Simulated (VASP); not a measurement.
# TaSb (rocksalt type) (Fm-3m) in VASP: single point with LDA

Aim: the single point of TaSb (rocksalt type) with LDA.

Everything below comes from runs of VASP 6.6.1. Logs are shortened: lines on timing, memory, paths and dates and some standing lists are left out, and cuts for length are marked.

## 1. The cell of the first run

It takes space group Fm-3m (No. 225, cubic). Conventional cell: a = 5.144 Å, b = 5.144 Å, c = 5.144 Å, α = 90.00°, β = 90.00°, γ = 90.00°. Ta (site symmetry m-3m) has 6 Sb at 2.57 Å within 3.4 Å. Within 3.4 Å of Sb (site symmetry m-3m) lie 6 Ta at 2.57 Å.

## 2. Single point, LDA (17.02 Å³/atom)

File INCAR:

```
ALGO = Normal ; EDIFF = 1E-6
ENCUT = 520 ; GGA = CA
ISIF = 2 ; ISMEAR = -1
LASPH = T ; LCHARG = F
LREAL = F ; LWAVE = F
NBANDS = 15 ; NELM = 100
PREC = Accurate ; SIGMA = 0.05
```

File KPOINTS:

```
k-points
0
Gamma
  13 13 13
```

File POSCAR:

```
TaSb
1.0
    0.0000000000      2.5721401305      2.5721401305
    2.5721401305      0.0000000000      2.5721401305
    2.5721401305      2.5721401305      0.0000000000
Ta Sb
1 1
Direct
    0.0000000000      0.0000000000      0.0000000000
    0.5000000000      0.5000000000      0.5000000000
```

Potentials or basis: VASP PAW LDA potentials, release 64 (Ta_pv, Sb).

The run is started by

```sh
$ cat potpaw_LDA.64/Ta_pv/POTCAR potpaw_LDA.64/Sb/POTCAR > POTCAR
$ mpirun -np 1 vasp_std > vasp.out
```

OUTCAR:

```text
EDIFF = 1E-6
   ENCUT = 520
   GGA = CA
   ISIF = 2
   ISMEAR = -1
   LASPH = T
   LREAL = F
   NELM = 100
   PREC = Accurate

 ion  position               nearest neighbor table
   1  0.000  0.000  0.000-   2 2.57   2 2.57   2 2.57   2 2.57   2 2.57   2 2.57
   2  0.500  0.500  0.500-   1 2.57   1 2.57   1 2.57   1 2.57   1 2.57   1 2.57

  LATTYP: Found a face centered cubic cell.
 ALAT       =     5.1442802610

  Lattice vectors:

 A1 = (   0.0000000000,   2.5721401305,   2.5721401305)
 A2 = (   2.5721401305,   0.0000000000,   2.5721401305)
 A3 = (   2.5721401305,   2.5721401305,   0.0000000000)

Analysis of symmetry for initial positions (statically):
=====================================================================
 Subroutine PRICEL returns:
 Original cell was already a primitive cell.

 Routine SETGRP: Setting up the symmetry group for a
 face centered cubic supercell.

 Subroutine GETGRP returns: Found 48 space group operations
 (whereof 48 operations were pure point group operations)
 out of a pool of 48 trial point group operations.

The static configuration has the point symmetry O_h .

Analysis of symmetry for dynamics (positions and initial velocities):
=====================================================================
 Subroutine PRICEL returns:
 Original cell was already a primitive cell.

 Routine SETGRP: Setting up the symmetry group for a
 face centered cubic supercell.

 Subroutine GETGRP returns: Found 48 space group operations
 (whereof 48 operations were pure point group operations)
 out of a pool of 48 trial point group operations.

The dynamic configuration has the point symmetry O_h .

 Subroutine INISYM returns: Found 48 space group operations
 (whereof 48 operations are pure point group operations),
 and found     1 'primitive' translations

----------------------------------------------------------------------------------------

                                     Primitive cell

  volume of cell :      34.0341

  direct lattice vectors                    reciprocal lattice vectors
     0.000000000  2.572140130  2.572140130    -0.194390653  0.194390653  0.194390653
     2.572140130  0.000000000  2.572140130     0.194390653 -0.194390653  0.194390653
     2.572140130  2.572140130  0.000000000     0.194390653  0.194390653 -0.194390653

  length of vectors
     3.637555457  3.637555457  3.637555457     0.336694488  0.336694488  0.336694488

  position of ions in fractional coordinates (direct lattice)
     0.000000000  0.000000000  0.000000000
     0.500000000  0.500000000  0.500000000

  ion indices of the primitive-cell ions
   primitive index   ion index
                 1           1
                 2           2

----------------------------------------------------------------------------------------

 KPOINTS: k-points

Automatic generation of k-mesh.
 Grid dimensions read from file:
 generate k-points for:   13   13   13

 Generating k-lattice:

  Cartesian coordinates                     Fractional coordinates (reciprocal lattice)
    -0.014953127  0.014953127  0.014953127     0.076923077  0.000000000  0.000000000
     0.014953127 -0.014953127  0.014953127     0.000000000  0.076923077  0.000000000
     0.014953127  0.014953127 -0.014953127     0.000000000  0.000000000  0.076923077

  Length of vectors
     0.025899576  0.025899576  0.025899576

  Shift w.r.t. Gamma in fractional coordinates (k-lattice)
     0.000000000  0.000000000  0.000000000

 Subroutine IBZKPT returns following result:
 ===========================================

 Found     84 irreducible k-points:

 Following reciprocal coordinates:
            Coordinates               Weight
  0.000000  0.000000  0.000000      1.000000
  0.076923  0.000000  0.000000      8.000000
  0.153846  0.000000  0.000000      8.000000
  0.230769  0.000000  0.000000      8.000000
  0.307692  0.000000  0.000000      8.000000
  0.384615  0.000000  0.000000      8.000000
[... 16 lines left out ...]
  0.384615  0.153846  0.000000     24.000000
  0.461538  0.153846  0.000000     24.000000
 [... further k-points ...]
   k-points           NKPTS =     84   k-points in BZ     NKDIM =     84   number of bands    NBANDS=     15
   number of dos      NEDOS =    301   number of ions     NIONS =      2
   total plane-waves  NPLWV =  21952
   dimension x,y,z NGX =    28 NGY =   28 NGZ =   28
   dimension x,y,z NGXF=    56 NGYF=   56 NGZF=   56
   ions per type =               1   1
   NGX,Y,Z   is equivalent  to a cutoff of  12.80, 12.80, 12.80 a.u.
   NGXF,Y,Z  is equivalent  to a cutoff of  25.59, 25.59, 25.59 a.u.
 SYSTEM =  unknown system
   PREC   = accura    normal or accurate (medium, high low for compatibility)
   ISTART =      0    job   : 0-new  1-cont  2-samecut
   ICHARG =      2    charge: 1-file 2-atom 10-const
   ISPIN  =      1    spin polarized calculation?
   LNONCOLLINEAR =      F non collinear calculations
   LSORBIT =      F    spin-orbit coupling
   LASPH  =      T    aspherical Exc in radial PAW
   ENCUT  =  520.0 eV  38.22 Ry    6.18 a.u.   6.76  6.76  6.76*2*pi/ulx,y,z
   NELM   =    100;   NELMIN=  2; NELMDL= -5     # of ELM steps
   EDIFF  = 0.1E-05   stopping-criterion for ELM
   LREAL  =      F    real-space projection
   EDIFFG = 0.1E-04   stopping-criterion for IOM
   NSW    =      0    number of steps for IOM
   IBRION =     -1    ionic relax: 0-MD 1-quasi-New 2-CG
   NFREE  =      0    steps in history (QN), initial steepest desc. (CG)
   ISIF   =      2    stress and relaxation
   ISYM   =      2    0-nonsym 1-usesym 2-fastsym
   POTIM  = 0.5000    time-step for ionic-motion
   TEBEG  =    0.0;   TEEND  =   0.0 temperature during run
   PSTRESS=    0.0 pullay stress
   NELECT =      16.0000    total number of electrons
   NUPDOWN=      -1.0000    fix difference up-down
   EMIN   =  10.00;   EMAX   =-10.00  energy-range for DOS
   EFERMI =   0.00;   METHOD = LEGACY
   ISMEAR =    -1;   SIGMA  =   0.05  broadening in eV -4-tet -1-fermi 0-gaus
   EFERMI_NEDOS =   21; number of points for ismear=-14 and -15
   IALGO  =     38    algorithm
   IMIX   =      4    mixing-type and parameters
     AMIX     =   0.40;   BMIX     =  1.00
     AMIX_MAG =   1.60;   BMIX_MAG =  1.00
  volume/ion in A,a.u.               =      17.02       114.84
  Fermi-wavevector in a.u.,A,eV,Ry     =   1.272947  2.405520 22.046787  1.620393
  Thomas-Fermi vector in A             =   2.405797
   LORBIT       =      0    0 simple, 1 ext, 2 COOP (PROOUT), +10 PAW based schemes
   GGA     = CA    functional components
   LHFCALC =     F    Hartree Fock is set to
   AEXX    =    0.0000 exact exchange contribution
   IVDW    =     0    specifies the selected vdW correction
   LEPSILON=     F    determine dielectric tensor
   LRPA    =     F    only Hartree local field effects (RPA)
 non-spin polarized calculation
  energy-cutoff  :      520.00
  volume of cell :       34.03
 maximum number of plane-waves:       941
   NGX = 13   NGY = 13   NGZ = 13

 number of electron      16.0000001 magnetization

 Free energy of the ion-electron system (eV)
  ---------------------------------------------------
  ext. energy  EPLUGINS =         0.00000000
  ---------------------------------------------------
  free energy    TOTEN  =       -15.38298307 eV

  energy without entropy =      -15.37290529  energy(sigma->0) =      -15.37794418

 E-fermi :  11.3981     XC(G=0): -12.6606

 val. band max:       11.3509510884   @ k =  -0.3077   0.3077   0.0769
 cond. band min:      11.3997292006   @ k =   0.3077   0.2308   0.0769
 fundamental gap:      0.0487781122
 Fermi energy:        11.3981104309

 k-point     1 :       0.0000    0.0000    0.0000
  band No.  band energies     occupation
      1     -23.4259      2.00000
      2     -23.4259      2.00000
      3     -23.4259      2.00000
      4      -2.9943      2.00000
      5       9.5717      2.00000
      6       9.5717      2.00000
      7       9.5717      2.00000
      8      10.7442      2.00000
      9      10.7442      2.00000
     10      12.6838      0.00000
     11      12.6838      0.00000
     12      12.6838      0.00000
     13      17.2509      0.00000
     14      19.7293      0.00000
     15      24.1044      0.00000

 k-point     2 :       0.0769    0.0000    0.0000
  band No.  band energies     occupation
      1     -23.4380      2.00000
      2     -23.4252      2.00000
      3     -23.4252      2.00000
      4      -2.8638      2.00000
      5       9.1787      2.00000
      6       9.5039      2.00000
      7       9.5039      2.00000
      8      10.2678      2.00000
      9      10.2678      2.00000
     10      12.5622      0.00000
     11      13.4645      0.00000
     12      13.4645      0.00000
     13      17.5505      0.00000
     14      20.2319      0.00000
     15      23.7526      0.00000

 k-point     3 :       0.1538    0.0000    0.0000
  band No.  band energies     occupation
      1     -23.4713      2.00000
      2     -23.4233      2.00000
      3     -23.4233      2.00000
      4      -2.4791      2.00000
      5       8.1780      2.00000
      6       8.8479      2.00000
      7       8.8479      2.00000
      8      10.1955      2.00000
      9      10.1955      2.00000
     10      12.3268      0.00000
     11      14.8827      0.00000
     12      14.8827      0.00000
     13      18.3101      0.00000
     14      20.9123      0.00000
     15      22.7347      0.00000

 k-point     4 :       0.2308    0.0000    0.0000
  band No.  band energies     occupation
      1     -23.5178      2.00000
      2     -23.4206      2.00000
      3     -23.4206      2.00000
      4      -1.8610      2.00000
      5       6.8801      2.00000
      6       8.0095      2.00000
      7       8.0095      2.00000
      8      10.5643      2.00000
      9      10.5643      2.00000
     10      12.1635      0.00000
     11      16.4245      0.00000
     12      16.4245      0.00000
     13      18.5382      0.00000
     14      20.7023      0.00000
     15      21.8504      0.00000
[... 307 lines left out ...]
 k-point    22 :       0.3077    0.1538    0.0000
  band No.  band energies     occupation
      1     -23.5306      2.00000
      2     -23.4461      2.00000
      3     -23.4343      2.00000
      4      -1.2929      2.00000
      5       5.8974      2.00000
      6       7.4671      2.00000
      7       8.2356      2.00000
      8       9.8786      2.00000
      9      11.4481      0.53817
     10      13.0849      0.00000
     11      15.2123      0.00000
     12      17.2115      0.00000
     13      18.5137      0.00000
     14      20.1221      0.00000
     15      21.5515      0.00000

 k-point    23 :       0.3846    0.1538    0.0000
  band No.  band energies     occupation
      1     -23.5721      2.00000
      2     -23.4427      2.00000
      3     -23.4360      2.00000
      4      -0.5302      2.00000
      5       4.9620      2.00000
      6       6.8718      2.00000
      7       7.6336      2.00000
      8      10.3916      2.00000
      9      11.8986      0.00009
     10      12.8095      0.00000
     11      15.9178      0.00000
     12      16.8217      0.00000
     13      18.9956      0.00000
     14      19.9938      0.00000
     15      21.2623      0.00000

 k-point    24 :       0.4615    0.1538    0.0000
  band No.  band energies     occupation
      1     -23.6020      2.00000
      2     -23.4419      2.00000
      3     -23.4358      2.00000
      4       0.2761      2.00000
      5       4.0262      2.00000
      6       6.5309      2.00000
      7       7.1612      2.00000
      8      10.9498      1.99974
      9      12.1811      0.00000
     10      12.6314      0.00000
     11      16.1958      0.00000
     12      16.4199      0.00000
     13      18.3409      0.00000
     14      21.1535      0.00000
     15      21.4982      0.00000

 [... further k-points ...]

------------------------ aborting loop because EDIFF is reached ----------------------------------------

  FORCE on cell =-STRESS in cart. coord.  units (eV):
  Direction    XX          YY          ZZ          XY          YZ          ZX
  --------------------------------------------------------------------------------------
  -------------------------------------------------------------------------------------
  Total       10.8664261     10.8664261     10.8664261      0.0000000      0.0000000     -0.0000000
  in kB      511.5445269    511.5445269    511.5445269      0.0000000      0.0000000     -0.0000000
  external PRESSURE =     511.5445269 kB  Pullay stress =       0.0000000 kB

 VOLUME and BASIS-vectors are now :
 -----------------------------------------------------------------------------
  energy-cutoff  :      520.00
  volume of cell :       34.03
      direct lattice vectors                 reciprocal lattice vectors
     0.000000000  2.572140130  2.572140130    -0.194390653  0.194390653  0.194390653
     2.572140130  0.000000000  2.572140130     0.194390653 -0.194390653  0.194390653
     2.572140130  2.572140130  0.000000000     0.194390653  0.194390653 -0.194390653

 POSITION                                       TOTAL-FORCE (eV/Angst)
 -----------------------------------------------------------------------------------
      0.00000      0.00000      0.00000        -0.000000      0.000000      0.000000
      2.57214      2.57214      2.57214         0.000000      0.000000     -0.000000
 -----------------------------------------------------------------------------------
    total drift:                               -0.000000      0.000000      0.000000

  FREE ENERGIE OF THE ION-ELECTRON SYSTEM (eV)
  ---------------------------------------------------
  free  energy   TOTEN  =       -15.3829830701 eV

  energy  without entropy=      -15.3729052920  energy(sigma->0) =      -15.37794418
```

It took 41 s on 1 thread of Intel Xeon 8259CL, shared host; peak memory 0.17 GiB.

What came out:

```
Free energy            : -15.3830 eV
Pressure               : 51.2 GPa
Band gap on the k mesh : zero (bands 8 and 9 overlap by 1.77 eV)
```

Caveat: the cell stands under pressure; spin-orbit coupling is left out, which moves the levels of the heavy elements.
